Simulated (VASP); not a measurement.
AgCl (Chlorargyrite):

```
Ag Cl
1.0
     0.00000    2.73500    2.73500
     2.73500    0.00000    2.73500
     2.73500    2.73500    0.00000
Ag Cl
1 1
Cartesian
  0.0000 0.0000 0.0000
  2.7350 2.7350 2.7350
```

Base run:

| Item | Value |
| --- | --- |
| Program | VASP 6.6.1 |
| Functional | r2SCAN |
| Potentials or basis | VASP PAW PBE potentials, release 64 (Ag, Cl) |
| Cutoff | 520 eV |
| k mesh | 6 × 6 × 6 |
| Occupations | gaussian, width 0.01 eV |
| Spin | no spin polarisation |

Its results: band gap on the k mesh 1.43 eV, indirect (least direct gap 3.98 eV); pressure 2.2 GPa.

Question: The run is repeated on the same cell with these changes: functional from r2SCAN to PBEsol. What comes out?

Answer: Band gap on the k mesh 0.72 eV, indirect (least direct gap 3.23 eV); pressure -0.8 GPa.

r2SCAN gives the wider gap, since meta-GGAs in the generalised Kohn-Sham scheme recover part of the derivative discontinuity.

Caveats: the PAW data sets were made with another functional, which shifts forces and pressure a little.

A k mesh can miss the band edges.
